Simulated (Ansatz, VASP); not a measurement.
## GaAs: VASP beside Ansatz

```
Ga As
1.0
     0.00000    2.79926    2.79926
     2.79926    0.00000    2.79926
     2.79926    2.79926    0.00000
Ga As
1 1
Cartesian
  0.0000 0.0000 0.0000
  1.3996 1.3996 1.3996
```

Alike in both runs: task single point; functional PBE; k mesh 8 × 8 × 8; no spin polarisation.

|  | VASP | Ansatz |
| --- | --- | --- |
| version | VASP 6.6.1 | Ansatz 0.2.0 |
| potentials or method | VASP PAW PBE potentials, release 64 (Ga_d, As), cutoff 520 eV | PAW plane waves |
| occupations | fermi-dirac, width 0.1 eV | fermi-dirac |
| valence electrons in the cell | 18 | 28 |

|  | VASP | Ansatz | Ansatz less VASP |
| --- | --- | --- | --- |
| pressure (GPa) | 5.9 | 5.7 | -0.20 |

VASP's potentials hold 18 valence electrons a cell and Ansatz's 28, so a difference there can come from the potentials and not from the codes.
